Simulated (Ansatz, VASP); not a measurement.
**Two plane-wave programs on SiC3**

```xyz
4
Lattice="3.2021 0.0000 0.0000 0.0000 3.2021 0.0000 0.0000 0.0000 3.2021" Properties=species:S:1:pos:R:3 pbc="T T T"
Si    0.0000    0.0000    0.0000
C     0.0000    1.6011    1.6011
C     1.6011    0.0000    1.6011
C     1.6011    1.6011    0.0000
```

Change from the starting cell: species swapped into the TaOs3 type (Pm-3m, No. 221).

Alike in both runs: functional PBE; k mesh 14 × 14 × 14; occupations gaussian, width 0.1 eV; no spin polarisation.

Ansatz relaxed the structure, and its values are those at the end. VASP's run is a single point on that final structure, the one shown.

|  | VASP | Ansatz |
| --- | --- | --- |
| version | VASP 6.6.1 | Ansatz 0.2.0 |
| potentials or method | VASP PAW PBE potentials, release 64 (Si, C), cutoff 520 eV | scalar-relativistic, plane waves, PAW |
| valence electrons in the cell | 16 | 16 |

```tsv
	VASP	Ansatz	Ansatz less VASP
gap on the k mesh at the Fermi level (eV)	none	none	-
pressure (GPa)	0.1	0.0	-0.13
```

A gap of «none» marks a metal or a gap that the smearing closes. With one functional, cell and mesh, what is left measures potentials, basis and numerics.
